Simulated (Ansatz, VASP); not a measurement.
## One calculation of AlCu, two programs

Contents of INCAR:

```
SYSTEM = AlCu
  PREC = Accurate
  ENCUT = 520
  EDIFF = 1E-6
  ISMEAR = 0
  SIGMA = 0.15
  LREAL = .False.
  LASPH = .True.
  NELM = 60
  ALGO = Fast
  ISIF = 2
  LWAVE = .False.
  LCHARG = .True.
  GGA = PS
  LELF = .True.
  LVHAR = .True.
  NBANDS = 14
```

File KPOINTS:

```
regular mesh
0
Gamma
  20 20 20
  0 0 0
```

File POSCAR:

```
AlCu
1.0
    2.9560037103     -0.0443400557      0.0000000000
   -0.0443400557      2.9560037103      0.0000000000
    0.0000000000      0.0000000000      2.9560037103
Al Cu
1 1
Direct
    0.0000000000      0.0000000000      0.0000000000
    0.5000000000      0.5000000000      0.5000000000
```

Input for Ansatz:

```yaml
crystal:
  lattice:
    - [2.9560037103, -0.0443400557, 0.0]
    - [-0.0443400557, 2.9560037103, 0.0]
    - [0.0, 0.0, 2.9560037103]
  atoms:
    - { symbol: Al, position: [0.0, 0.0, 0.0] }
    - { symbol: Cu, position: [0.5, 0.5, 0.5] }
basis:
  ecutwfc: 420
kpoints:
  mp_grid: { grid: [20, 20, 20] }
hamiltonian:
  xc: pbesol
scf:
  occupations: { method: gaussian, width: 0.15 }
output:
  forces: true
  stress: true
  eigenvalues: true
```

Change from the starting cell: strain -0.0300 x Voigt [0, 0, 0, 0, 0, 1], atoms carried along.

Alike in both runs: task single point; functional PBEsol; k mesh 20 × 20 × 20; occupations gaussian, width 0.15 eV; no spin polarisation.

```csv
,VASP,Ansatz
version,VASP 6.6.1,Ansatz 0.2.0
potentials or method,"VASP PAW PBE potentials, release 64 (Al, Cu), cutoff 520 eV","scalar-relativistic, plane waves, PAW"
valence electrons in the cell,14,22
```

Ansatz gave:

```
gap on the k mesh at the Fermi level (eV)                     : none
pressure (GPa)                                                : 0.2
traceless stress, the component that is largest in VASP (GPa) : 1.40
```

Problem. Estimate VASP's values.

Solution. gap on the k mesh at the Fermi level (eV): none; pressure (GPa): 0.0; traceless stress, the component that is largest in VASP (GPa): 1.38.

VASP's potentials were made for PBE, not for PBEsol. A gap of «none» marks a metal or a gap that the smearing closes. VASP's potentials hold 14 valence electrons a cell and Ansatz's 22, so a difference there can come from the potentials and not from the codes.
